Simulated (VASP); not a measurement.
Input of a VASP 6.6.1 run:

The input POSCAR:

```
GaW
1.0
    1.4234730227      2.4655275986      0.0000000000
   -1.4234730227      2.4655275986      0.0000000000
    0.0000000000      0.0000000000      4.3873024075
W Ga
1 1
Direct
    0.0000000000      0.0000000000      0.0000000000
    0.6666666667      0.6666666667      0.5000000000
```

INCAR.step1

```
PREC = Accurate ; ENCUT = 520
ISMEAR = -1 ; SIGMA = 0.1
LREAL = F ; LASPH = T
NELM = 150 ; LMAXMIX = 4
LDAU = T ; LDAUTYPE = 2
LDAUL = 2 -1 ; LDAUU = 1.68 0
LDAUJ = 0 0 ; NBANDS = 20
GGA = PE ; ALGO = Normal
EDIFF = 1E-4 ; LWAVE = T
LCHARG = F
```

INCAR.step2

```
PREC = Accurate ; ENCUT = 520
EDIFF = 1E-6 ; ISMEAR = -1
SIGMA = 0.1 ; LREAL = F
LASPH = T ; NELM = 150
ALGO = Normal ; ISIF = 2
LWAVE = F ; LCHARG = F
LMAXMIX = 4 ; LDAU = T
LDAUTYPE = 2 ; LDAUL = 2 -1
LDAUU = 1.68 0 ; LDAUJ = 0 0
LDAUPRINT = 1 ; METAGGA = R2SCAN
LMIXTAU = T ; NBANDS = 20
ISTART = 1
```

File KPOINTS:

```
Automatic mesh
0
Gamma
  12 12 10
```

Potentials or basis: VASP PAW PBE potentials, release 64 (W_sv, Ga_d).

Command:

```bash
$ cat potpaw_PBE.64/W_sv/POTCAR potpaw_PBE.64/Ga_d/POTCAR > POTCAR
$ cp INCAR.step1 INCAR
$ mpirun -np 1 vasp_std > vasp.out
$ cp INCAR.step2 INCAR
$ mpirun -np 1 vasp_std > vasp.out
```

Q: What does it give for the pressure?

A: 2.0 GPa.

Q: What does it give for the band gap on the k mesh?

A: Zero (an odd number of electrons rules out a gap without spin polarisation).

Stress tensor (GPa, compression positive):
```
2.27 0.00 0.00
0.00 2.27 0.00
0.00 0.00 1.35
```

Caveat: the PAW data sets were made with another functional, which shifts forces and pressure a little; spin-orbit coupling is left out, which moves the levels of the heavy elements; U without spin polarisation on a metal has little footing; the U is typed as a test and isn't derived for this compound.
